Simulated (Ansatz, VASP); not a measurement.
Ni in VASP and in Ansatz

```xyz
2
Lattice="0.0000 2.8013 0.0000 2.8013 0.0000 0.0000 2.8013 2.8013 -2.8013" Properties=species:S:1:pos:R:3 pbc="T T T"
Ni    0.0000    0.0000    0.0000
Ni    1.4006    1.4006   -1.4006
```

Alike in both runs: task single point; functional PBE; k mesh 20 × 20 × 10; occupations gaussian, width 0.05 eV; collinear spin.

|  | VASP | Ansatz |
| --- | --- | --- |
| version | VASP 6.6.1 | Ansatz 0.2.0 |
| potentials or method | VASP PAW PBE potentials, release 64 (Ni), cutoff 520 eV | scalar-relativistic, plane waves, PAW |
| valence electrons in the cell | 20 | 36 |

Ansatz gave:

| Item | Value |
| --- | --- |
| gap on the k mesh at the Fermi level (eV) | none |
| pressure (GPa) | 0.0 |
| net moment per atom (μB) | 0.58 |
| size of the moment on the site where the two differ most (μB) | 0.61 |

Task: Which values does VASP return?

Result: gap on the k mesh at the Fermi level (eV): none; pressure (GPa): -2.0; net moment per atom (μB): 0.00; size of the moment on the site where the two differ most (μB): 0.00.

The net moments are unlike, so the other rows may belong to different states. Site moments also hang on the region over which each program counts them. A gap of «none» marks a metal or a gap that the smearing closes. VASP's potentials hold 20 valence electrons a cell and Ansatz's 36, so a difference there can come from the potentials and not from the codes. Ansatz's warnings: seeded moment not kept.
